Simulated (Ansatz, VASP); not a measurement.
C in VASP and in Ansatz

File INCAR:

```
PREC = Accurate
ENCUT = 520
EDIFF = 1E-7
ISMEAR = 0
SIGMA = 0.05
LREAL = False
LASPH = True
NELM = 60
ALGO = Normal
ISIF = 2
LWAVE = False
LCHARG = True
GGA = PE
LELF = True
LVHAR = True
NBANDS = 36
```

KPOINTS

```
Automatic mesh
0
Gamma
  12 12 2
```

POSCAR

```
C
1.0
    2.3882000000      0.0000000000      0.0000000000
   -1.1941000000      2.0682418693      0.0000000000
    0.0000000000      0.0000000000     12.2737000000
C
12
Direct
    0.0000000000      0.0000000000      0.1868593266
    0.0000000000      0.0000000000      0.6868593266
    0.0000000000      0.0000000000      0.3131406734
    0.0000000000      0.0000000000      0.8131406734
    0.3333333333      0.6666666667      0.5207665411
    0.6666666667      0.3333333333      0.0207665411
    0.3333333333      0.6666666667      0.9792334589
    0.6666666667      0.3333333333      0.4792334589
    0.3333333333      0.6666666667      0.6450950823
    0.6666666667      0.3333333333      0.1450950823
    0.3333333333      0.6666666667      0.8549049177
    0.6666666667      0.3333333333      0.3549049177
```

Input for Ansatz:

```yaml
crystal:
  lattice:
    - [2.3882, 0.0, 0.0]
    - [-1.1941, 2.0682418693, 0.0]
    - [0.0, 0.0, 12.2737]
  atoms:
    - { symbol: C, position: [0.0, 0.0, 0.1868593266] }
    - { symbol: C, position: [0.0, 0.0, 0.6868593266] }
    - { symbol: C, position: [0.0, 0.0, 0.3131406734] }
    - { symbol: C, position: [0.0, 0.0, 0.8131406734] }
    - { symbol: C, position: [0.3333333333, 0.6666666667, 0.5207665411] }
    - { symbol: C, position: [0.6666666667, 0.3333333333, 0.0207665411] }
    - { symbol: C, position: [0.3333333333, 0.6666666667, 0.9792334589] }
    - { symbol: C, position: [0.6666666667, 0.3333333333, 0.4792334589] }
    - { symbol: C, position: [0.3333333333, 0.6666666667, 0.6450950823] }
    - { symbol: C, position: [0.6666666667, 0.3333333333, 0.1450950823] }
    - { symbol: C, position: [0.3333333333, 0.6666666667, 0.8549049177] }
    - { symbol: C, position: [0.6666666667, 0.3333333333, 0.3549049177] }
basis:
  ecutwfc: 520.0
kpoints:
  mp_grid: { grid: [12, 12, 2] }
hamiltonian:
  xc: pbe
  pseudopotentials: { kind: paw, azcp: { folder: soft_1 } }
scf:
  occupations: { method: gaussian, width: 0.05 }
output:
  forces: true
  stress: true
  eigenvalues: true
```

Alike in both runs: task single point; functional PBE; k mesh 12 × 12 × 2; occupations gaussian, width 0.05 eV; no spin polarisation.

|  | VASP | Ansatz |
| --- | --- | --- |
| version | VASP 6.6.1 | Ansatz 0.2.0 |
| potentials or method | VASP PAW PBE potentials, release 64 (C), cutoff 520 eV | scalar-relativistic, plane waves, PAW |
| valence electrons in the cell | 48 | 48 |

VASP gave:

| Item | Value |
| --- | --- |
| gap on the k mesh at the Fermi level (eV) | 4.70 |
| least direct gap on the mesh (eV) | 4.70 |
| rms of the force components (eV/Å) | 0.229 |

Task: What did Ansatz give for the same quantities?

Result: gap on the k mesh at the Fermi level (eV): 4.71; least direct gap on the mesh (eV): 4.71; rms of the force components (eV/Å): 0.219.

Atom by atom the forces differ by 0.009 eV/Å (rms over components).
